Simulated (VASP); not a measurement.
A run of VASP 6.6.1:

INCAR

```
SYSTEM = SiC
  PREC = Accurate
  ENCUT = 520
  EDIFF = 1E-6
  ISMEAR = 0
  SIGMA = 0.05
  LREAL = .FALSE.
  LASPH = .TRUE.
  NELM = 80
  ALGO = Normal
  ISIF = 2
  LWAVE = .FALSE.
  LCHARG = .FALSE.
  GGA = PE
  NBANDS = 16
```

Contents of KPOINTS:

```
regular mesh
0
G
  12 12 6
  0 0 0
```

The input POSCAR:

```
SiC
1.0
    3.0917664073      0.0000000000      0.0000000000
   -1.5458832036      2.6775482513      0.0000000000
    0.0000000000      0.0000000000      5.4799428716
Si C
2 2
Direct
    0.3333333333      0.6666666667      0.0045635313
    0.6666666667      0.3333333333      0.5045635313
    0.3333333333      0.6666666667      0.3804364687
    0.6666666667      0.3333333333      0.8804364687
```

Potentials or basis: VASP PAW PBE potentials, release 64 (Si, C).

Run with:

```bash
$ cat potpaw_PBE.64/Si/POTCAR potpaw_PBE.64/C/POTCAR > POTCAR
$ mpirun -np 1 vasp_std > vasp.out
```

Hardware: 1 thread of Intel Xeon 8259CL, on a shared host.

**Question.** Estimate the wall time of this run.

**Answer.** Wall time 55 s on 1 thread of Intel Xeon 8259CL, on a shared host, peak memory 0.18 GiB. Counts: scf iterations 12, k points 76.
